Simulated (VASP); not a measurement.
Runs of VASP 6.6.1 on Mn2ZnAs2. The structure is that of space group P-3m1 (No. 164), or close to it. The cells are those of the table. 

```csv
cell,further INCAR settings,gap on the mesh (eV),pressure (GPa),largest force (eV/Å)
"a = 3.987, b = 3.987, c = 6.392 Å, angles 90.0, 90.0, 120.0°, 5 atoms",ALGO = Fast; EDIFF = 1e-07; NBANDS = 32,none,-11.6,1.84
"a = 3.805, b = 3.805, c = 6.101 Å, angles 90.0, 90.0, 120.0°, 5 atoms",ALGO = Fast; EDIFF = 1e-06; NBANDS = 32,none,(b),1.45
"a = 3.898, b = 3.898, c = 6.250 Å, angles 90.0, 90.0, 120.0°, 5 atoms",ALGO = Fast; EDIFF = 1e-07; NBANDS = 32,none,-6.2,(c)
"a = 4.044, b = 4.044, c = 6.483 Å, angles 90.0, 90.0, 120.0°, 5 atoms",ALGO = Fast; EDIFF = 1e-07; NBANDS = 32,none,-14.1,(a)
"a = 4.099, b = 4.099, c = 6.572 Å, angles 90.0, 90.0, 120.0°, 5 atoms",ALGO = Fast; EDIFF = 1e-06; NBANDS = 32,none,-15.9,1.97
```

Alike in all rows: task single point; level PBE; potentials or basis VASP PAW PBE potentials, release 64 (Mn_pv, Zn, As); no spin polarisation; k mesh 12 × 12 × 6; cutoff (eV) 520; smearing gaussian 0.1 eV.

Task: Estimate the missing entries.

Result: (a) 1.91; (b) 2.2; (c) 1.68.

Caveats: forces of over 1 eV/Å act on the atoms, so gaps and moduli don't describe the material at rest.

A k mesh can miss the band edges, and the runs leave out spin-orbit coupling on As.

A gap of «none» marks levels without a gap at the run's occupations.
